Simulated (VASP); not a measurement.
A run of VASP 6.6.1 is set up as follows.

The input INCAR:

```
SYSTEM = BaZrO3
ALGO = Normal ; EDIFF = 1E-7
EDIFFG = -0.002 ; ENCUT = 600
GGA = PS ; IBRION = 2
ISIF = 3 ; ISMEAR = 0
LASPH = .TRUE. ; LCHARG = .FALSE.
LREAL = .FALSE. ; LWAVE = .FALSE.
NELM = 60 ; NSW = 100
PREC = Accurate ; PSTRESS = 40.0
SIGMA = 0.01
```

KPOINTS

```
k-points
0
G
  4 4 4
  0 0 0
```

POSCAR

```
BaZrO3
1.0
    4.1806150114      0.0000000000      0.0000000000
    0.0000000000      4.1806150114      0.0000000000
    0.0000000000      0.0000000000      4.1806150114
Ba Zr O
1 1 3
Direct
    0.0000000000      0.0000000000      0.0000000000
    0.5000000000      0.5000000000      0.5000000000
    0.0000000000      0.5000000000      0.5000000000
    0.5000000000      0.0000000000      0.5000000000
    0.5000000000      0.5000000000      0.0000000000
```

Potentials or basis: VASP PAW PBE potentials, release 64 (Ba_sv, Zr_sv, O).

Launch:

```console
$ cat potpaw_PBE.64/Ba_sv/POTCAR potpaw_PBE.64/Zr_sv/POTCAR potpaw_PBE.64/O/POTCAR > POTCAR
$ mpirun -np 1 vasp_std > vasp.out
```

Task: Estimate the band gap on the k mesh.

Result: 3.15 eV, indirect (least direct gap 3.34 eV).

Task: Estimate the relaxed volume.

Result: 14.37 Å³/atom.

Final structure:
```
CELL_PARAMETERS angstrom
4.15724 0.00000 0.00000
0.00000 4.15724 0.00000
0.00000 0.00000 4.15724
ATOMIC_POSITIONS crystal
Ba 0.00000 0.00000 0.00000
Zr 0.50000 0.50000 0.50000
O 0.00000 0.50000 0.50000
O 0.50000 0.00000 0.50000
O 0.50000 0.50000 0.00000
```

Caveat: the cell is relaxed towards a set pressure, so the enthalpy falls and the energy may rise; the PAW data sets were made with another functional, which shifts forces and pressure a little; spin-orbit coupling is left out, which moves the levels of the heavy elements. A k mesh can miss the band edges.
